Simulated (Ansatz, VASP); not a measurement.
# CdI2: VASP beside Ansatz

The input INCAR:

```
ALGO = Normal ; EDIFF = 1E-6
ENCUT = 500 ; GGA = PE
GGA_COMPAT = F ; ISIF = 2
ISMEAR = 0 ; IVDW = 12
LASPH = T ; LCHARG = F
LREAL = F ; LWAVE = F
NBANDS = 20 ; NELM = 120
PREC = Accurate ; SIGMA = 0.05
```

The input KPOINTS:

```
k-points
0
Gamma
  9 9 4
```

The input POSCAR:

```
CdI2
1.0
    4.0317992540      0.0000000000      0.0000000000
   -2.0158996270      3.4916405769      0.0000000000
    0.0000000000      0.0000000000      7.2019500000
Cd I
1 2
Direct
    0.0000000000      0.0000000000      0.0000000000
    0.3333333333      0.6666666667      0.2492000000
    0.6666666667      0.3333333333      0.7508000000
```

Input for Ansatz:

```yaml
crystal:
  lattice:
    - [4.031799254, 0.0, 0.0]
    - [-2.015899627, 3.4916405769, 0.0]
    - [0.0, 0.0, 7.20195]
  atoms:
    - { symbol: Cd, position: [0.0, 0.0, 0.0] }
    - { symbol: I, position: [0.3333333333, 0.6666666667, 0.2492] }
    - { symbol: I, position: [0.6666666667, 0.3333333333, 0.7508] }
basis:
  ecutwfc: 420
kpoints:
  mp_grid: { grid: [9, 9, 4] }
hamiltonian:
  xc: pbe
  dispersion: d3bj
scf:
  occupations: { method: gaussian, width: 0.05 }
output:
  forces: true
  stress: true
  eigenvalues: true
```

Change from the starting cell: strain -0.050 along x and y, +0.050 along z, atoms carried along.

Alike in both runs: task single point; functional PBE; dispersion D3(BJ); k mesh 9 × 9 × 4; occupations gaussian, width 0.05 eV; no spin polarisation.

|  | VASP | Ansatz |
| --- | --- | --- |
| version | VASP 6.6.1 | Ansatz 0.2.0 |
| potentials or method | VASP PAW PBE potentials, release 64 (Cd, I), cutoff 500 eV | scalar-relativistic, plane waves, PAW |
| valence electrons in the cell | 26 | 54 |

|  | VASP | Ansatz | Ansatz less VASP |
| --- | --- | --- | --- |
| gap on the k mesh at the Fermi level (eV) | 2.08 | 2.09 | +0.007 |
| least direct gap on the mesh (eV) | 2.59 | 2.59 | +0.007 |
| pressure (GPa) | 2.7 | 2.5 | -0.16 |
| traceless stress, the component that is largest in VASP (GPa) | -1.89 | -1.90 | -0.008 |
| rms of the force components (eV/Å) | 0.115 | 0.102 | -0.0130 |

Atom by atom the forces differ by 0.013 eV/Å (rms over components). VASP's potentials hold 26 valence electrons a cell and Ansatz's 54, so a difference there can come from the potentials and not from the codes.

Spin-orbit coupling is off throughout.
